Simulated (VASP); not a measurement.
A run of VASP 6.6.1 is set up as follows.

The input INCAR:

```
SYSTEM = PbS
PREC     = Accurate       ! precision mode
ENCUT    = 520            ! plane-wave cutoff, eV
EDIFF    = 1E-7           ! SCF threshold, eV
ISMEAR   = -1             ! smearing method
SIGMA    = 0.01           ! smearing width, eV
LREAL    = .False.        ! projectors in reciprocal space
LASPH    = .True.         ! aspherical terms in the spheres
NELM     = 100            ! most SCF steps
ALGO     = Normal         ! electronic algorithm
ISIF     = 2              ! what is computed and relaxed
LWAVE    = .False.        ! write WAVECAR
LCHARG   = .False.        ! write CHGCAR
GGA      = PS             ! functional
NBANDS   = 28             ! bands
```

File KPOINTS:

```
Automatic mesh
0
Gamma
  7 7 3
  0 0 0
```

Contents of POSCAR:

```
PbS
1.0
    2.9840000000     -2.9441075000     -0.0006075000
    2.8970000000      2.8558925000     -0.0876075000
   -1.2556893500     -0.1594386000     11.7254907500
Pb S
2 2
Direct
    0.7756000000      0.7756000000      0.6363800000
    0.2244000000      0.2244000000      0.3636200000
    0.2684000000      0.2684000000      0.5986000000
    0.7316000000      0.7316000000      0.4014000000
```

Potentials or basis: VASP PAW PBE potentials, release 64 (Pb_d, S).

The run is started by

```sh
$ cat potpaw_PBE.64/Pb_d/POTCAR potpaw_PBE.64/S/POTCAR > POTCAR
$ mpirun -np 1 vasp_std > vasp.out
```

Problem. What does it give for the band gap on the k mesh?

Solution. 1.26 eV, indirect (least direct gap 1.27 eV).

Problem. Predict the largest force.

Solution. 0.672 eV/Å.

Forces on the atoms (eV/Å):
```
Pb   0.005  0.010 -0.672
Pb  -0.005 -0.010  0.672
S    0.074  0.078 -0.194
S   -0.074 -0.078  0.194
```

Caveat: the cell differs from its parent crystal (equal xy, yz and zx shear strains of -3 %); the PAW data sets were made with another functional, which shifts forces and pressure a little; spin-orbit coupling is left out, which moves the levels of the heavy elements.
